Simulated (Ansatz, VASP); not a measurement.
**Al: VASP beside Ansatz**

Contents of POSCAR:

```
Al
1.0
   -1.5912186900      1.5912186900      1.5912186900
    1.5912186900     -1.5912186900      1.5912186900
    1.5912186900      1.5912186900     -1.5912186900
Al
1
Direct
    0.0628449129      0.0000000000      0.0628449129
```

The input INCAR.step1:

```
ALGO = Normal ; EDIFF = 1E-5
ENCUT = 550 ; GGA = PE
GGA_COMPAT = F ; ISMEAR = 0
LASPH = T ; LCHARG = F
LREAL = F ; LWAVE = T
NBANDS = 8 ; NELM = 120
PREC = Accurate ; SIGMA = 0.1
```

The input INCAR.step2:

```
ALGO = Normal ; EDIFF = 1E-6
ENCUT = 550 ; GGA_COMPAT = F
ISIF = 2 ; ISMEAR = 0
ISTART = 1 ; LASPH = T
LCHARG = T ; LELF = T
LMIXTAU = T ; LREAL = F
LVHAR = T ; LWAVE = F
METAGGA = R2SCAN ; NBANDS = 8
NELM = 120 ; PREC = Accurate
SIGMA = 0.1
```

KPOINTS

```
k-points
0
Gamma
  10 10 10
```

Input for Ansatz:

```yaml
crystal:
  lattice:
    - [-1.59121869, 1.59121869, 1.59121869]
    - [1.59121869, -1.59121869, 1.59121869]
    - [1.59121869, 1.59121869, -1.59121869]
  atoms:
    - { symbol: Al, position: [0.0628449129, 0.0, 0.0628449129] }
basis:
  ecutwfc: 500
  ecutrho_ratio: 6
kpoints:
  mp_grid: { grid: [10, 10, 10] }
hamiltonian:
  xc: r2scan
scf:
  occupations: { method: gaussian, width: 0.1 }
output:
  forces: true
  stress: true
  eigenvalues: true
```

Alike in both runs: task single point; functional r2SCAN; k mesh 10 × 10 × 10; occupations gaussian, width 0.1 eV; no spin polarisation.

|  | VASP | Ansatz |
| --- | --- | --- |
| version | VASP 6.6.1 | Ansatz 0.2.0 |
| potentials or method | VASP PAW PBE potentials, release 64 (Al), cutoff 550 eV | scalar-relativistic, plane waves, PAW |
| valence electrons in the cell | 3 | 3 |

Ansatz gave:

```
gap on the k mesh at the Fermi level (eV) : none
pressure (GPa)                            : 1.3
```

Question: Which values does VASP return?

Answer: gap on the k mesh at the Fermi level (eV): none; pressure (GPa): 1.0.

VASP's potentials were made for PBE, not for r2SCAN. A gap of «none» marks a metal or a gap that the smearing closes.
